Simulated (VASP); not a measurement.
TaSi2: single point with PBE+D3(BJ)

TaSi2:

```
CELL_PARAMETERS angstrom
4.74271 0.00000 0.00000
-2.37135 4.10730 0.00000
0.00000 0.00000 6.54953
ATOMIC_POSITIONS crystal
Ta 0.00000 0.50000 0.16667
Ta 0.50000 0.50000 0.83333
Ta 0.50000 0.00000 0.50000
Si 0.31877 0.15938 0.16667
Si 0.15938 0.84062 0.83333
Si 0.84062 0.68123 0.50000
Si 0.68123 0.84062 0.16667
Si 0.84062 0.15938 0.83333
Si 0.15938 0.31877 0.50000
```

| Quantity | Value |
| --- | --- |
| Program | VASP 6.6.1 |
| Task | single point |
| Functional | PBE |
| Dispersion | D3(BJ) |
| Potentials or basis | VASP PAW PBE potentials, release 64 (Ta_pv, Si) |
| Cutoff | 520 eV |
| k mesh | 7 × 7 × 4 |
| Occupations | fermi-dirac, width 0.05 eV |
| Spin | no spin polarisation |

The pressure is 0.1 GPa. The largest force is 0.005 eV/Å. The dispersion energy per atom is -0.563 eV.

Forces in eV/Å, atoms in the order of the input:
```
Ta   0.000  0.000  0.000
Ta   0.000  0.000  0.000
Ta   0.000  0.000  0.000
Si  -0.004 -0.002  0.000
Si  -0.004  0.002  0.000
Si   0.000  0.005  0.000
Si   0.004  0.002  0.000
Si   0.004 -0.002  0.000
Si   0.000 -0.005  0.000
```

Levels at points of the mesh, in eV from the Fermi level:
```csv
k point,band 25,band 26,band 27,band 28,band 29,band 30,band 31,band 32,band 33,band 34
"(0.00, 0.00, 0.00)",-2.53,-2.41,-2.23,-2.23,-1.48,0.71,3.07,3.07,3.56,3.66
"(0.00, 0.00, 0.50)",-2.29,-1.98,-1.78,-1.78,1.11,1.11,2.71,2.71,3.52,3.53
```

Run time: 60 s on 1 thread of AMD EPYC 9R45 96-Core Processor (Zen 5) (shared host), peak memory 0.26 GiB.

Caveat: spin-orbit coupling is left out, which moves the levels of the heavy elements; pairwise dispersion overbinds metals, which lowers pressure and volume.
